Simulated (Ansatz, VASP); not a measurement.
# One calculation of K2ICl, two programs

The input INCAR:

```
SYSTEM = K2ICl
PREC     = Accurate       ! precision mode
ENCUT    = 520            ! plane-wave cutoff, eV
EDIFF    = 1E-7           ! SCF threshold, eV
ISMEAR   = -1             ! smearing method
SIGMA    = 0.02           ! smearing width, eV
LREAL    = .FALSE.        ! projectors in reciprocal space
LASPH    = .TRUE.         ! aspherical terms in the spheres
NELM     = 100            ! most SCF steps
ALGO     = Normal         ! electronic algorithm
ISIF     = 2              ! what is computed and relaxed
LWAVE    = .FALSE.        ! write WAVECAR
LCHARG   = .TRUE.         ! write CHGCAR
GGA      = PE             ! functional
LELF     = .TRUE.         ! ELF
LVHAR    = .TRUE.       
NBANDS   = 24             ! bands
```

File KPOINTS:

```
regular mesh
0
G
  6 6 6
  0 0 0
```

File POSCAR:

```
K2ICl
1.0
    2.4505391433      1.4148194341      7.7636043720
   -2.4505391433      1.4148194341      7.7636043720
    0.0000000000     -2.8296388681      7.7636043720
Cl I K
1 1 2
Direct
    1.0000000000      0.0000000000      0.0000000000
    0.5000000000      0.5000000000      0.5000000000
    0.2595066159      0.2595066159      0.2595066159
    0.7404933841      0.7404933841      0.7404933841
```

Input for Ansatz:

```yaml
crystal:
  lattice:
    - [2.4505391433, 1.4148194341, 7.763604372]
    - [-2.4505391433, 1.4148194341, 7.763604372]
    - [0.0, -2.8296388681, 7.763604372]
  atoms:
    - { symbol: Cl, position: [1.0, 0.0, 0.0] }
    - { symbol: I, position: [0.5, 0.5, 0.5] }
    - { symbol: K, position: [0.2595066159, 0.2595066159, 0.2595066159] }
    - { symbol: K, position: [0.7404933841, 0.7404933841, 0.7404933841] }
kpoints:
  mp_grid: { grid: [6, 6, 6] }
  band_path:
    path:
      - [0.0, 0.0, 0.0]
      - [0.5, 0.5, 0.5]
      - [0.8128436619, 0.1871563381, 0.5]
      - [0.5, -0.1871563381, 0.1871563381]
      - [0.5, 0.0, 0.0]
      - [0.3435781691, -0.3435781691, 0.0]
      - [0.6564218309, 0.0, 0.3435781691]
      - [0.5, 0.0, 0.5]
    npoints: 1
hamiltonian:
  xc: pbe
scf:
  occupations: { method: fermi_dirac, width: 0.02 }
  n_extra_bands: 5
output:
  forces: true
  stress: true
  eigenvalues: true
  write_density: true
  write_potential: true
  elf: true
  volumetric_format: npy
```

Change from the starting cell: biaxial_xy strain +4.0%.

Alike in both runs: task single point; functional PBE; k mesh 6 × 6 × 6; occupations fermi-dirac, width 0.02 eV; no spin polarisation.

```csv
,VASP,Ansatz
version,VASP 6.6.1,Ansatz 0.2.0
potentials or method,"VASP PAW PBE potentials, release 64 (Cl, I, K_sv)","plane waves, PAW"
plane-wave cutoff (eV),520,420
valence electrons in the cell,32,42
```

|  | VASP | Ansatz | Ansatz less VASP |
| --- | --- | --- | --- |
| gap on the k mesh at the Fermi level (eV) | 3.74 | 3.75 | +0.003 |
| pressure (GPa) | -0.4 | -0.4 | -0.01 |
| traceless stress, the component that is largest in VASP (GPa) | 0.27 | 0.27 | +0.001 |
| rms of the force components (eV/Å) | 0.005 | 0.005 | +0.0002 |

Atom by atom the forces differ by 0.000 eV/Å (rms over components). VASP's potentials hold 32 valence electrons a cell and Ansatz's 42, so a difference there can come from the potentials and not from the codes.

Spin-orbit coupling is off throughout.
